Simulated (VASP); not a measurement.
Set up this calculation in VASP 6.6.1, as the native input.

```
Task                   : single point
Functional             : PBEsol
Potentials or basis    : VASP PAW PBE potentials, release 64 (Zn)
Cutoff                 : 520 eV
k mesh                 : 22 × 22 × 22
Occupations            : gaussian, width 0.15 eV
Spin                   : no spin polarisation
Dipole correction      : no
Further INCAR settings : ALGO = Fast; EDIFF = 1e-06; NBANDS = 12
```

The structure of Zn lies in POSCAR:

```
Zn
1.0
   -1.9541156985      1.5694588142      1.5694588142
    1.5694588142     -1.9541156985      1.5694588142
    1.5694588142      1.5694588142     -1.9541156985
Zn
1
Direct
    0.0000000000      0.0000000000      0.0000000000
```

The input as run:

INCAR

```
PREC     = Accurate       # precision mode
ENCUT    = 520            # plane-wave cutoff, eV
EDIFF    = 1E-6           # SCF threshold, eV
ISMEAR   = 0              # smearing method
SIGMA    = 0.15           # smearing width, eV
LREAL    = F              # projectors in reciprocal space
LASPH    = T              # aspherical terms in the spheres
NELM     = 100            # most SCF steps
ALGO     = Fast           # electronic algorithm
ISIF     = 2              # what is computed and relaxed
LWAVE    = F              # write WAVECAR
LCHARG   = F              # write CHGCAR
GGA      = PS             # functional
NBANDS   = 12             # bands
```

KPOINTS

```
Automatic mesh
0
Gamma
  22 22 22
```

Potentials or basis: VASP PAW PBE potentials, release 64 (Zn).

Run with:

```sh
$ cat potpaw_PBE.64/Zn/POTCAR > POTCAR
$ mpirun -np 1 vasp_std > vasp.out
```

It gave:

```
Pressure               : 28.9 GPa
Band gap on the k mesh : zero (band 6 reaches 6.41 eV, above the bottom of band 7 at -0.24 eV)
```

Caveat: the PAW data sets were made with another functional, which shifts forces and pressure a little.

Wall time 2.4 min on 1 thread of Intel(R) Xeon(R) Platinum 8488C (Sapphire Rapids), with other jobs on the host, peak memory 0.29 GiB.
